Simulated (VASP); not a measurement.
Write the native input for VASP 6.6.1 that does the following.

| Quantity | Value |
| --- | --- |
| Task | single point |
| Functional | PBE |
| Potentials or basis | VASP PAW PBE potentials, release 64 (Sn_d, Ge_d, P) |
| Cutoff | 520 eV |
| k mesh | 8 × 8 × 4 |
| Occupations | gaussian, width 0.1 eV |
| Spin | no spin polarisation |
| Dipole correction | no |
| Further INCAR settings | ALGO = Normal; EDIFF = 1e-07; NBANDS = 38 |

The structure of Sn3GeP lies in POSCAR:

```
Sn3GeP
1.0
    3.6235541882      0.0000000000      0.0000000000
    0.0000000000      3.6235541882      0.0000000000
    0.0000000000      0.0000000000      9.6523674244
Sn Ge P
3 1 1
Direct
    0.5000000000      0.5000000000      0.7846681983
    0.5000000000      0.5000000000      0.2153318017
    0.0000000000      0.0000000000      0.0000000000
    0.0000000000      0.0000000000      0.5000000000
    0.5000000000      0.5000000000      0.5000000000
```

The cell was generated, and may not be a known phase.

One way to write it, as run:

INCAR

```
SYSTEM = Sn3GeP
PREC = Accurate
ENCUT = 520
EDIFF = 1E-7
ISMEAR = 0
SIGMA = 0.1
LREAL = .False.
LASPH = .True.
NELM = 60
ALGO = Normal
ISIF = 2
LWAVE = .False.
LCHARG = .False.
GGA = PE
NBANDS = 38
```

KPOINTS

```
regular mesh
0
Gamma
  8 8 4
  0 0 0
```

Potentials or basis: VASP PAW PBE potentials, release 64 (Sn_d, Ge_d, P).

Run with:

```console
$ cat potpaw_PBE.64/Sn_d/POTCAR potpaw_PBE.64/Ge_d/POTCAR potpaw_PBE.64/P/POTCAR > POTCAR
$ mpirun -np 1 vasp_std > vasp.out
```

It gave:

The pressure is -0.1 GPa and the band gap on the k mesh is zero (an odd number of electrons rules out a gap without spin polarisation).

Caveat: spin-orbit coupling is left out, which moves the levels of the heavy elements.

Wall time 3.5 min on 1 thread of Intel(R) Xeon(R) Platinum 8259CL CPU @ 2.50GHz (Skylake/Cascade Lake), on a shared host, peak memory 0.34 GiB.
